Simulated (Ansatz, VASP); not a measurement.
## One calculation of MgO, two programs

```
Mg O
1.0
    -0.01038    2.13403    2.07850
     2.08600   -0.01710    2.08522
     2.07295    2.12769   -0.00404
Mg O
1 1
Direct
  0.99603 0.04769 0.94491
  0.51276 0.55942 0.47192
```

Alike in both runs: task single point; functional LDA; k mesh 6 × 6 × 6; no spin polarisation.

|  | VASP | Ansatz |
| --- | --- | --- |
| version | VASP 6.6.1 | Ansatz 0.2.0 |
| potentials or method | VASP PAW LDA potentials, release 64 (Mg, O), cutoff 520 eV | plane waves, PAW |
| occupations | gaussian, width 0.01 eV | fixed |
| valence electrons in the cell | 8 | 16 |

VASP gave:

```
pressure (GPa)                                                : -5.0
traceless stress, the component that is largest in VASP (GPa) : -2.60
rms of the force components (eV/Å)                            : 0.397
```

**Question.** What did Ansatz give for the same quantities?

**Answer.** Pressure (GPa): -3.4; traceless stress, the component that is largest in VASP (GPa): -2.59; rms of the force components (eV/Å): 0.386.

LDA's correlation is that of Perdew and Zunger in VASP and of Perdew and Wang (1992) in Ansatz. Atom by atom the forces differ by 0.011 eV/Å (rms over components). VASP's potentials hold 8 valence electrons a cell and Ansatz's 16, so a difference there can come from the potentials and not from the codes. Ansatz's warnings: stress scf threshold loose.

The k mesh is coarse, so the values compare programs but aren't converged.
